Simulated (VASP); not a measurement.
Runs of VASP 6.6.1 on Rh. The structure is that of space group Im-3m (No. 229), or close to it. The cells are those of the table. 

| cell | k mesh | gap on the mesh (eV) | pressure (GPa) |
| --- | --- | --- | --- |
| a = 2.694 Å, angles 109.5°, 1 atom | 25 × 25 × 25 | none | (a) |
| a = 2.659 Å, angles 109.5°, 1 atom | 17 × 17 × 17 | none | 0.0 |
| a = 2.623 Å, angles 109.5°, 1 atom | 17 × 17 × 17 | none | 10.5 |
| a = 2.605 Å, angles 109.5°, 1 atom | 17 × 17 × 17 | none | 16.8 |
| a = 2.677 Å, angles 109.5°, 1 atom | 17 × 17 × 17 | none | -4.4 |
| a = 2.712 Å, angles 109.5°, 1 atom | 50 × 50 × 50 | none | (b) |
| a = 2.659 Å, angles 109.5°, 1 atom | 25 × 25 × 25 | none | 0.0 |
| a = 2.642 Å, angles 109.5°, 1 atom | 17 × 17 × 17 | none | 4.9 |
| a = 2.642 Å, angles 109.5°, 1 atom | 25 × 25 × 25 | none | 5.0 |

Alike in all rows: task single point; level PBE; potentials or basis VASP PAW PBE potentials, release 64 (Rh_pv); no spin polarisation; cutoff (eV) 520; smearing fermi-dirac 0.0612256 eV.

Problem. Fill in the values left out.

Solution. (a) -8.2; (b) -11.7.

A k mesh can miss the band edges, and the runs leave out spin-orbit coupling on Rh.

A gap of «none» marks levels without a gap at the run's occupations.
